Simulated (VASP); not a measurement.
# In3SbAs2 (P3m1) in VASP: a series of runs

Runs on In3SbAs2. Level: PBE. Tasks: single point, relaxation of cell and atoms.

Program: VASP 6.6.1. These are calculated values, not measurements. Logs are shortened: lines on timing, memory, paths and dates and some standing lists are left out, and cuts for length are marked.

## 1. The cell of the first run

The structure is trigonal, space group P3m1 (No. 156). Conventional cell: a = 4.175 Å, b = 4.175 Å, c = 10.226 Å, α = 90.00°, β = 90.00°, γ = 120.00°. In (site symmetry 3m) has 4 As at 2.56 Å within 3.4 Å. In (site symmetry 3m) has 3 As at 2.56 Å and 1 Sb at 2.56 Å within 3.4 Å. In (site symmetry 3m) has 1 As at 2.56 Å and 3 Sb at 2.56 Å within 3.4 Å. Sb (site symmetry 3m) has 4 In at 2.56 Å within 3.4 Å. As (site symmetry 3m) has 4 In at 2.56 Å within 3.4 Å. Within 3.4 Å of As (site symmetry 3m) lie 4 In at 2.56 Å.

## 2. Single point, PBE

INCAR reads:

```
PREC = Accurate
ENCUT = 520
EDIFF = 1E-6
ISMEAR = 0
SIGMA = 0.1
LREAL = False
LASPH = True
NELM = 60
ALGO = Normal
ISIF = 2
LWAVE = False
LCHARG = False
GGA = PE
NBANDS = 36
```

KPOINTS reads:

```
regular mesh
0
Gamma
  6 6 2
```

POSCAR reads:

```
In3SbAs2
1.0
    4.1748599700      0.0000000000      0.0000000000
   -2.0874299800      3.6155347900      0.0000000000
    0.0000000000      0.0000000000     10.2262766700
In Sb As
3 1 2
Direct
    0.0000000000      0.0000000000      0.0000000000
    0.3333333300      0.6666666700      0.6666666700
    0.6666666700      0.3333333300      0.3333333300
    0.3333333300      0.6666666700      0.4166666700
    0.0000000000      0.0000000000      0.7500000000
    0.6666666700      0.3333333300      0.0833333300
```

Potentials or basis: VASP PAW PBE potentials, release 64 (In_d, Sb, As).

On the command line:

```sh
cat potpaw_PBE.64/In_d/POTCAR potpaw_PBE.64/Sb/POTCAR potpaw_PBE.64/As/POTCAR > POTCAR
mpirun -np 1 vasp_std > vasp.out
```

OUTCAR:

```text
PREC = Accurate
   ENCUT = 520
   EDIFF = 1E-6
   ISMEAR = 0
   LREAL = False
   LASPH = True
   NELM = 60
   ISIF = 2
   GGA = PE

 ion  position               nearest neighbor table
   1  0.000  0.000  0.000-   6 2.56   5 2.56   6 2.56   6 2.56
   2  0.333  0.667  0.667-   5 2.56   4 2.56   5 2.56   5 2.56
   3  0.667  0.333  0.333-   6 2.56   4 2.56   4 2.56   4 2.56
   4  0.333  0.667  0.417-   2 2.56   3 2.56   3 2.56   3 2.56
   5  0.000  0.000  0.750-   2 2.56   1 2.56   2 2.56   2 2.56
   6  0.667  0.333  0.083-   1 2.56   3 2.56   1 2.56   1 2.56

  LATTYP: Found a hexagonal cell.
 ALAT       =     4.1748599700
 C/A-ratio  =     2.4494897418

  Lattice vectors:

 A1 = (   4.1748599700,   0.0000000000,   0.0000000000)
 A2 = (  -2.0874299800,   3.6155347900,   0.0000000000)
 A3 = (   0.0000000000,   0.0000000000,  10.2262766700)

Analysis of symmetry for initial positions (statically):
=====================================================================
 Subroutine PRICEL returns:
 Original cell was already a primitive cell.

 Routine SETGRP: Setting up the symmetry group for a
 hexagonal supercell.

 Subroutine GETGRP returns: Found  6 space group operations
 (whereof  6 operations were pure point group operations)
 out of a pool of 24 trial point group operations.

The static configuration has the point symmetry C_3v.

Analysis of symmetry for dynamics (positions and initial velocities):
=====================================================================
 Subroutine PRICEL returns:
 Original cell was already a primitive cell.

 Routine SETGRP: Setting up the symmetry group for a
 hexagonal supercell.

 Subroutine GETGRP returns: Found  6 space group operations
 (whereof  6 operations were pure point group operations)
 out of a pool of 24 trial point group operations.

The dynamic configuration has the point symmetry C_3v.

 Subroutine INISYM returns: Found  6 space group operations
 (whereof  6 operations are pure point group operations),
 and found     1 'primitive' translations

----------------------------------------------------------------------------------------

                                     Primitive cell

  volume of cell :     154.3590

  direct lattice vectors                    reciprocal lattice vectors
     4.174859970  0.000000000  0.000000000     0.239528992  0.138292128  0.000000000
    -2.087429980  3.615534790  0.000000000     0.000000000  0.276584256  0.000000000
     0.000000000  0.000000000 10.226276670     0.000000000  0.000000000  0.097787302

  length of vectors
     4.174859970  4.174859966 10.226276670     0.276584256  0.276584256  0.097787302

  position of ions in fractional coordinates (direct lattice)
     0.000000000  0.000000000  0.000000000
     0.333333330  0.666666670  0.666666670
     0.666666670  0.333333330  0.333333330
     0.333333330  0.666666670  0.416666670
     0.000000000  0.000000000  0.750000000
     0.666666670  0.333333330  0.083333330

  ion indices of the primitive-cell ions
   primitive index   ion index
                 1           1
                 2           2
                 3           3
                 4           4
                 5           5
                 6           6

----------------------------------------------------------------------------------------

 KPOINTS: regular mesh

Automatic generation of k-mesh.
 Grid dimensions read from file:
 generate k-points for:    6    6    2

 Generating k-lattice:

  Cartesian coordinates                     Fractional coordinates (reciprocal lattice)
     0.039921499  0.023048688  0.000000000     0.166666667  0.000000000  0.000000000
     0.000000000  0.046097376  0.000000000     0.000000000  0.166666667  0.000000000
     0.000000000  0.000000000  0.048893651     0.000000000  0.000000000  0.500000000

  Length of vectors
     0.046097376  0.046097376  0.048893651

  Shift w.r.t. Gamma in fractional coordinates (k-lattice)
     0.000000000  0.000000000  0.000000000

 Subroutine IBZKPT returns following result:
 ===========================================

 Found     14 irreducible k-points:

 Following reciprocal coordinates:
            Coordinates               Weight
  0.000000  0.000000  0.000000      1.000000
  0.166667 -0.000000  0.000000      6.000000
  0.333333  0.000000  0.000000      6.000000
  0.500000 -0.000000  0.000000      3.000000
  0.166667  0.166667  0.000000      6.000000
  0.333333  0.166667  0.000000     12.000000
  0.333333  0.333333  0.000000      2.000000
  0.000000  0.000000  0.500000      1.000000
  0.166667 -0.000000  0.500000      6.000000
  0.333333  0.000000  0.500000      6.000000
  0.500000 -0.000000  0.500000      3.000000
  0.166667  0.166667  0.500000      6.000000
  0.333333  0.166667  0.500000     12.000000
  0.333333  0.333333  0.500000      2.000000
   k-points           NKPTS =     14   k-points in BZ     NKDIM =     14   number of bands    NBANDS=     36
[... 54 lines left out ...]
   NGX = 15   NGY = 15   NGZ = 39

 number of electron      54.0000002 magnetization

 Free energy of the ion-electron system (eV)
  ---------------------------------------------------
  ext. energy  EPLUGINS =         0.00000000
  ---------------------------------------------------
  free energy    TOTEN  =       -20.52045334 eV

  energy without entropy =      -20.52001387  energy(sigma->0) =      -20.52023360

 E-fermi :   6.5707     XC(G=0):  -9.5878

 val. band max:        6.4317810227   @ k =   0.0000   0.0000   0.0000
 cond. band min:       6.6865704651   @ k =   0.0000   0.0000   0.0000
 fundamental gap:      0.2547894425
 Fermi energy:         6.5706760382

 k-point     1 :       0.0000    0.0000    0.0000
  band No.  band energies     occupation
      1      -8.7529      2.00000
      2      -8.7029      2.00000
      3      -8.7029      2.00000
      4      -8.6307      2.00000
      5      -8.5090      2.00000
      6      -8.5090      2.00000
[... 28 lines left out ...]
     35      10.7563      0.00000
     36      10.9506      0.00000

 k-point     2 :       0.1667   -0.0000    0.0000
  band No.  band energies     occupation
      1      -8.7946      2.00000
      2      -8.6871      2.00000
      3      -8.6848      2.00000
      4      -8.6225      2.00000
      5      -8.5225      2.00000
      6      -8.5098      2.00000
[... 28 lines left out ...]
     35      11.0049      0.00000
     36      11.2461      0.00000

 k-point     3 :       0.3333    0.0000    0.0000
  band No.  band energies     occupation
      1      -8.8556      2.00000
      2      -8.6779      2.00000
      3      -8.6500      2.00000
      4      -8.6368      2.00000
      5      -8.5490      2.00000
      6      -8.5100      2.00000
[... 28 lines left out ...]
     35      11.7933      0.00000
     36      11.9966      0.00000

 k-point     4 :       0.5000   -0.0000    0.0000
  band No.  band energies     occupation
      1      -8.8825      2.00000
      2      -8.6784      2.00000
      3      -8.6557      2.00000
      4      -8.6340      2.00000
      5      -8.5580      2.00000
      6      -8.5086      2.00000
[... 28 lines left out ...]
     35      12.0061      0.00000
     36      12.6577      0.00000

 k-point     5 :       0.1667    0.1667    0.0000
  band No.  band energies     occupation
      1      -8.8378      2.00000
      2      -8.6848      2.00000
      3      -8.6564      2.00000
      4      -8.6258      2.00000
      5      -8.5431      2.00000
      6      -8.5146      2.00000
[... 265 lines left out ...]
 k-point    12 :       0.1667    0.1667    0.5000
  band No.  band energies     occupation
      1      -8.8378      2.00000
      2      -8.6833      2.00000
      3      -8.6565      2.00000
      4      -8.6276      2.00000
      5      -8.5456      2.00000
      6      -8.5142      2.00000
[... 28 lines left out ...]
     35      11.6551      0.00000
     36      11.8963      0.00000

 k-point    13 :       0.3333    0.1667    0.5000
  band No.  band energies     occupation
      1      -8.8732      2.00000
      2      -8.6797      2.00000
      3      -8.6518      2.00000
      4      -8.6357      2.00000
      5      -8.5535      2.00000
      6      -8.5187      2.00000
[... 28 lines left out ...]
     35      11.8521      0.00000
     36      12.1551      0.00000

 k-point    14 :       0.3333    0.3333    0.5000
  band No.  band energies     occupation
      1      -8.8773      2.00000
      2      -8.6795      2.00000
      3      -8.6546      2.00000
      4      -8.6328      2.00000
      5      -8.5464      2.00000
      6      -8.5305      2.00000
[... 28 lines left out ...]
     35      12.0177      0.00000
     36      12.4297      0.00000

------------------------ aborting loop because EDIFF is reached ----------------------------------------

  FORCE on cell =-STRESS in cart. coord.  units (eV):
  Direction    XX          YY          ZZ          XY          YZ          ZX
  --------------------------------------------------------------------------------------
  -------------------------------------------------------------------------------------
  Total       15.7866715     15.7866715     15.3782758      0.0000000      0.0000000     -0.0000000
  in kB      163.8585687    163.8585686    159.6196051      0.0000002      0.0000000     -0.0000000
  external PRESSURE =     162.4455808 kB  Pullay stress =       0.0000000 kB

 VOLUME and BASIS-vectors are now :
 -----------------------------------------------------------------------------
  energy-cutoff  :      520.00
  volume of cell :      154.36
      direct lattice vectors                 reciprocal lattice vectors
     4.174859970  0.000000000  0.000000000     0.239528992  0.138292128  0.000000000
    -2.087429980  3.615534790  0.000000000     0.000000000  0.276584256  0.000000000
     0.000000000  0.000000000 10.226276670     0.000000000  0.000000000  0.097787302

 POSITION                                       TOTAL-FORCE (eV/Angst)
 -----------------------------------------------------------------------------------
      0.00000      0.00000      0.00000         0.000000      0.000000     -0.023079
     -0.00000      2.41036      6.81752        -0.000000      0.000000      1.582705
      2.08743      1.20518      3.40876         0.000000     -0.000000     -1.555345
     -0.00000      2.41036      4.26095        -0.000000      0.000000     -0.114713
      0.00000      0.00000      7.66971         0.000000     -0.000000      0.172868
      2.08743      1.20518      0.85219         0.000000      0.000000     -0.062436
 -----------------------------------------------------------------------------------
    total drift:                               -0.000001      0.000001      0.000063

  FREE ENERGIE OF THE ION-ELECTRON SYSTEM (eV)
  ---------------------------------------------------
  free  energy   TOTEN  =       -20.5204533351 eV

  energy  without entropy=      -20.5200138682  energy(sigma->0) =      -20.52023360
```

Wall time 52 s (1 thread of Intel Xeon 6975P-C (Granite Rapids), shared host); peak memory 0.3 GiB.

What came out:

| Item | Value |
| --- | --- |
| Free energy | -20.5205 eV |
| Pressure | 16.2 GPa |
| Largest force | 1.583 eV/Å |
| Band gap on the k mesh | 0.25 eV |

Forces in eV/Å, atoms in the order of the input:
```
In   0.000  0.000 -0.023
In   0.000  0.000  1.583
In   0.000  0.000 -1.555
Sb   0.000  0.000 -0.115
As   0.000  0.000  0.173
As   0.000  0.000 -0.062
```

Caveat: the cell stands under pressure; spin-orbit coupling is left out, which moves the levels of the heavy elements; forces of over 1 eV/Å act on the atoms, so gaps and moduli don't describe the material at rest.

## 3. Single point, PBE

This run uses another cell than the first one, of 31.77 Å³/atom.

INCAR reads:

```
  ALGO = Normal
  EDIFF = 1E-6
  ENCUT = 520
  GGA = PE
  ISIF = 2
  ISMEAR = 0
  LASPH = T
  LCHARG = F
  LREAL = F
  LWAVE = F
  NBANDS = 36
  NELM = 60
  PREC = Accurate
  SIGMA = 0.1
```

KPOINTS reads:

```
k-points
0
Gamma
  6 6 2
```

POSCAR reads:

```
In3SbAs2
1.0
    4.4842622540     -0.0000000031      0.0000000000
   -2.2421311243      3.8834850308      0.0000000000
    0.0000000000      0.0000000000     10.9468862968
In Sb As
3 1 2
Direct
    0.0000000000      0.0000000000      0.0006287492
    0.3333333333      0.6666666667      0.6793550703
    0.6666666667      0.3333333333      0.3199971348
    0.3333333333      0.6666666667      0.4182735867
    0.0000000000      0.0000000000      0.7553964496
    0.6666666667      0.3333333333      0.0763490094
```

Potentials or basis: VASP PAW PBE potentials, release 64 (In_d, Sb, As).

On the command line:

```sh
cat potpaw_PBE.64/In_d/POTCAR potpaw_PBE.64/Sb/POTCAR potpaw_PBE.64/As/POTCAR > POTCAR
mpirun -np 1 vasp_std > vasp.out
```

Wall time 64 s (1 thread of Intel Xeon 6975P-C (Granite Rapids), shared host); peak memory 0.36 GiB.

It converged, with:

| Property | Result |
| --- | --- |
| Free energy | -22.2420 eV |
| Pressure | 0.2 GPa |
| Largest force | 0.027 eV/Å |
| Band gap on the k mesh | zero (filled and empty bands touch) |

Forces in eV/Å, atoms in the order of the input:
```
In   0.000  0.000 -0.023
In   0.000  0.000  0.011
In   0.000  0.000 -0.002
Sb   0.000  0.000 -0.019
As   0.000  0.000  0.027
As   0.000  0.000  0.006
```

Stress tensor (GPa, compression positive):
```
0.08 0.00 0.00
0.00 0.08 0.00
0.00 0.00 0.30
```

Levels at points of the mesh, in eV from the Fermi level:
| k point | band 23 | band 24 | band 25 | band 26 | band 27 | band 28 | band 29 | band 30 | band 31 | band 32 |
| --- | --- | --- | --- | --- | --- | --- | --- | --- | --- | --- |
| (0.00, 0.00, 0.00) | -1.00 | -0.91 | -0.91 | -0.28 | -0.01 | -0.01 | 0.17 | 1.19 | 3.29 | 3.29 |
| (0.50, 0.00, 0.00) | -2.38 | -2.31 | -2.20 | -1.69 | -1.24 | 1.24 | 1.50 | 1.52 | 1.88 | 3.57 |
| (0.00, 0.00, 0.50) | -1.29 | -0.79 | -0.79 | -0.11 | -0.11 | 0.14 | 0.35 | 1.42 | 3.41 | 3.67 |
| (0.50, 0.00, 0.50) | -2.70 | -2.30 | -1.97 | -1.14 | -1.04 | 0.40 | 1.43 | 1.82 | 2.60 | 2.85 |

Caveat: semilocal functionals underestimate gaps, so a narrow gap can read as zero; spin-orbit coupling is left out, which moves the levels of the heavy elements.

## 4. Relaxation of cell and atoms, PBE

INCAR reads:

```
ALGO = Normal ; EDIFF = 1E-6
EDIFFG = -0.04 ; ENCUT = 600
GGA = PE ; IBRION = 2
ISIF = 3 ; ISMEAR = 0
LASPH = T ; LCHARG = F
LREAL = F ; LWAVE = F
NELM = 60 ; NSW = 90
PREC = Accurate ; SIGMA = 0.1
```

KPOINTS is that of step 3.

POSCAR reads:

```
In3SbAs2
1.0
    4.1748599700      0.0000000000      0.0000000000
   -2.0874299800      3.6155347900      0.0000000000
    0.0000000000      0.0000000000     10.2262766700
In Sb As
3 1 2
Direct
    0.0000000000      0.0000000000      0.0000000000
    0.3333333300      0.6666666700      0.6666666700
    0.6666666700      0.3333333300      0.3333333300
    0.3333333300      0.6666666700      0.4166666700
    0.0000000000      0.0000000000      0.7500000000
    0.6666666700      0.3333333300      0.0833333300
```

On the command line:

```sh
cat potpaw_PBE.64/In_d/POTCAR potpaw_PBE.64/Sb/POTCAR potpaw_PBE.64/As/POTCAR > POTCAR
mpirun -np 1 vasp_std > vasp.out
```

Wall time 5.8 min (1 thread of Intel Xeon 6975P-C (Granite Rapids), shared host); peak memory 0.38 GiB.

It converged, with:

```
Free energy                           : -22.2371 eV
Relaxed volume                        : 31.90 Å³/atom
Relaxed cell                          : a = 4.485 Å, b = 4.485 Å, c = 10.986 Å, α = 90.00°, β = 90.00°, γ = 120.00°
Space group after relaxing (to 0.1 Å) : P3m1 (No. 156)
Energy gained by relaxing             : 286.1 meV/atom
Ionic steps                           : 10
Pressure after relaxing               : 0.0 GPa
Largest force after relaxing          : 0.013 eV/Å
Band gap on the k mesh                : zero (filled and empty bands touch)
```

Forces on the atoms (eV/Å):
```
In   0.000  0.000  0.013
In   0.000  0.000  0.007
In   0.000  0.000 -0.009
Sb   0.000  0.000 -0.012
As   0.000  0.000 -0.010
As   0.000  0.000  0.010
```

The path:
```tsv
step	energy change (eV)	largest force (eV/Å)	pressure (GPa)	volume (Å³)
1	0.0000	1.5830	16.27	154.36
2	-1.2397	0.2183	-4.30	220.38
3	-1.6568	0.5359	-0.14	192.78
4	-1.6564	0.5236	-0.37	193.61
5	-1.6798	0.3440	-0.26	193.06
6	-1.7050	0.4086	0.03	191.40
7	-1.7056	0.3800	-0.03	191.64
8	-1.7147	0.1178	0.05	191.12
9	-1.7147	0.1164	0.06	191.09
10	-1.7164	0.0131	-0.02	191.41
```

Final structure:
```
CELL_PARAMETERS angstrom
4.48542 0.00000 0.00000
-2.24271 3.88449 0.00000
0.00000 0.00000 10.98554
ATOMIC_POSITIONS crystal
In 0.00000 0.00000 0.00017
In 0.33333 0.66667 0.67927
In 0.66667 0.33333 0.31984
Sb 0.33333 0.66667 0.41837
As 0.00000 0.00000 0.75588
As 0.66667 0.33333 0.07647
```

Levels at points of the mesh, in eV from the Fermi level:
| k point | band 25 | band 26 | band 27 | band 28 | band 29 | band 30 |
| --- | --- | --- | --- | --- | --- | --- |
| (0.00, 0.00, 0.00) | -0.91 | -0.31 | -0.01 | -0.01 | 0.18 | 1.19 |
| (0.50, 0.00, 0.00) | -2.21 | -1.69 | -1.23 | 1.24 | 1.48 | 1.50 |
| (0.00, 0.00, 0.50) | -0.79 | -0.11 | -0.11 | 0.15 | 0.34 | 1.41 |
| (0.50, 0.00, 0.50) | -1.96 | -1.15 | -1.04 | 0.37 | 1.44 | 1.82 |

Caveat: the volume moved by over 15 % at a fixed basis, so the end points are rough; semilocal functionals underestimate gaps, so a narrow gap can read as zero; spin-orbit coupling is left out, which moves the levels of the heavy elements.

## 5. Summary

```csv
task,cell,cutoff (eV),gap on the mesh (eV),pressure (GPa),largest force (eV/Å)
single point,"a = 4.175, b = 4.175, c = 10.226 Å, angles 90.0, 90.0, 120.0°, 6 atoms, atomic positions A",520,0.25,16.2,1.58
single point,"a = 4.484, b = 4.484, c = 10.947 Å, angles 90.0, 90.0, 120.0°, 6 atoms, atomic positions B",520,none,0.2,0.03
relaxation of cell and atoms,"relaxed from a = 4.175, b = 4.175, c = 10.226 Å, angles 90.0, 90.0, 120.0°, 6 atoms, atomic positions A",600,none,0.0,0.01
```

Alike in all rows: level PBE; potentials or basis VASP PAW PBE potentials, release 64 (In_d, Sb, As); no spin polarisation; k mesh 6 × 6 × 2; smearing gaussian 0.1 eV.

Caveats: spin-orbit coupling is left out, which moves the levels of the heavy elements; semilocal functionals underestimate gaps, so a narrow gap can read as zero (at least some runs); the cell stands under pressure (at least some runs); forces of over 1 eV/Å act on the atoms, so gaps and moduli don't describe the material at rest (at least some runs); the volume moved by over 15 % at a fixed basis, so the end points are rough (at least some runs).

Total energies depend on the potentials used, so only differences within one code and one set of settings carry meaning.
